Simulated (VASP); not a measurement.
A run of VASP 6.6.1 is set up as follows.

The input POSCAR:

```
LiH
1.0
    2.0023268344      2.0023268344      0.0000000000
   -2.0023268344      2.0023268344      0.0000000000
    0.0000000000      2.0023268344      2.0023268344
Li H
1 1
Direct
    0.0000000000      0.0000000000      0.0000000000
    0.5000000000      0.5000000000      0.0000000000
```

INCAR.step1

```
SYSTEM = LiH
  ALGO = Normal
  EDIFF = 1E-4
  ENCUT = 600
  GGA = PE
  ISMEAR = 0
  LASPH = .TRUE.
  LCHARG = .FALSE.
  LREAL = .FALSE.
  LWAVE = .TRUE.
  NELM = 80
  PREC = Accurate
  SIGMA = 0.01
```

Contents of INCAR.step2:

```
SYSTEM = LiH
  ALGO = Normal
  EDIFF = 1E-6
  EDIFFG = -0.002
  ENCUT = 600
  IBRION = 2
  ISIF = 3
  ISMEAR = 0
  ISTART = 1
  LASPH = .TRUE.
  LCHARG = .FALSE.
  LMIXTAU = .TRUE.
  LREAL = .FALSE.
  LWAVE = .FALSE.
  METAGGA = R2SCAN
  NELM = 80
  NSW = 100
  PREC = Accurate
  PSTRESS = -20.0
  SIGMA = 0.01
```

Contents of KPOINTS:

```
k-points
0
G
  10 10 10
  0 0 0
```

Potentials or basis: VASP PAW PBE potentials, release 64 (Li_sv, H).

Launch:

```bash
$ cat potpaw_PBE.64/Li_sv/POTCAR potpaw_PBE.64/H/POTCAR > POTCAR
$ cp INCAR.step1 INCAR
$ mpirun -np 1 vasp_std > vasp.out
$ cp INCAR.step2 INCAR
$ mpirun -np 1 vasp_std > vasp.out
```

(1) What does it give for the relaxed cell?

(2) What does it give for the space group after relaxing (to 0.05 Å)?

(3) Predict the band gap on the k mesh.

(4) What does it give for the relaxed volume?

Answers

(1) a = 2.882 Å, b = 2.882 Å, c = 2.882 Å, α = 60.00°, β = 60.00°, γ = 90.00°.

(2) Fm-3m (No. 225).

(3) 3.61 eV, direct.

(4) 8.46 Å³/atom.

Caveat: the cutoff is under 1.25 times the usual one of these potentials, so pressure, stress and relaxed cells hold a basis-set (Pulay) error; the cell is relaxed towards a set pressure, so the enthalpy falls and the energy may rise; the PAW data sets were made with another functional, which shifts forces and pressure a little.
